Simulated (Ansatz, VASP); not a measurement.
One calculation of Be2Cd, two programs

INCAR

```
PREC = Accurate
ENCUT = 520
EDIFF = 1E-7
ISMEAR = 0
SIGMA = 0.1
LREAL = F
LASPH = T
NELM = 80
ALGO = Normal
ISIF = 2
LWAVE = F
LCHARG = F
GGA = PE
NBANDS = 15
```

KPOINTS

```
regular mesh
0
Gamma
  6 6 6
```

Contents of POSCAR:

```
Be2Cd
1.0
    3.3950345151      0.0000000000      0.0000000000
   -1.6975172575      2.9401861368      0.0000000000
    0.0000000000      0.0000000000      3.6657349416
Be Cd
2 1
Direct
    0.3333333333      0.6666666667      0.5000000000
    0.6666666667      0.3333333333      0.5000000000
    0.0000000000      0.0000000000      0.0000000000
```

Input for Ansatz:

```yaml
crystal:
  lattice:
    - [3.3950345151, 0.0, 0.0]
    - [-1.6975172575, 2.9401861368, 0.0]
    - [0.0, 0.0, 3.6657349416]
  atoms:
    - { symbol: Be, position: [0.3333333333, 0.6666666667, 0.5] }
    - { symbol: Be, position: [0.6666666667, 0.3333333333, 0.5] }
    - { symbol: Cd, position: [0.0, 0.0, 0.0] }
basis:
  ecutwfc: 420
kpoints:
  mp_grid: { grid: [6, 6, 6] }
hamiltonian:
  xc: pbe
scf:
  occupations: { method: gaussian, width: 0.1 }
  lower_state_search: "off"
output:
  forces: true
  stress: true
  eigenvalues: true
```

Alike in both runs: task single point; functional PBE; k mesh 6 × 6 × 6; occupations gaussian, width 0.1 eV; no spin polarisation.

|  | VASP | Ansatz |
| --- | --- | --- |
| version | VASP 6.6.1 | Ansatz 0.2.0 |
| potentials or method | VASP PAW PBE potentials, release 64 (Be, Cd), cutoff 520 eV | scalar-relativistic, plane waves, PAW |
| valence electrons in the cell | 16 | 24 |

VASP gave:

* gap on the k mesh at the Fermi level (eV): none
* pressure (GPa): 16.8
* traceless stress, the component that is largest in VASP (GPa): -11.31

Question: Estimate Ansatz's values.

Answer: gap on the k mesh at the Fermi level (eV): none; pressure (GPa): 16.4; traceless stress, the component that is largest in VASP (GPa): -11.32.

A gap of «none» marks a metal or a gap that the smearing closes. The functional is the same, so the differences come from potentials, cutoffs and numerics. VASP's potentials hold 16 valence electrons a cell and Ansatz's 24, so a difference there can come from the potentials and not from the codes.
